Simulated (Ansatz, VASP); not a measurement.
# BF: VASP beside Ansatz

```xyz
2
Lattice="2.7969 0.0000 0.0000 0.0000 2.7969 0.0000 0.0000 0.0000 2.7969" Properties=species:S:1:pos:R:3 pbc="T T T"
B     0.0000    0.0000    0.0000
F     1.3984    1.3984    1.3984
```

Change from the starting cell: species swapped into the ZrRu type (Pm-3m, No. 221).

Alike in both runs: functional PBE; k mesh 7 × 7 × 7; occupations gaussian, width 0.2 eV; no spin polarisation.

Ansatz relaxed the structure, and its values are those at the end. VASP's run is a single point on that final structure, the one shown.

|  | VASP | Ansatz |
| --- | --- | --- |
| version | VASP 6.6.1 | Ansatz 0.2.0 |
| potentials or method | VASP PAW PBE potentials, release 64 (B, F), cutoff 600 eV | scalar-relativistic, plane waves, PAW |
| valence electrons in the cell | 10 | 10 |

|  | VASP | Ansatz | Ansatz less VASP |
| --- | --- | --- | --- |
| gap on the k mesh at the Fermi level (eV) | 1.36 | 1.36 | +0.002 |
| least direct gap on the mesh (eV) | 1.60 | 1.60 | 0.000 |
| pressure (GPa) | -0.8 | -0.4 | +0.35 |

With one functional, cell and mesh, what is left measures potentials, basis and numerics.
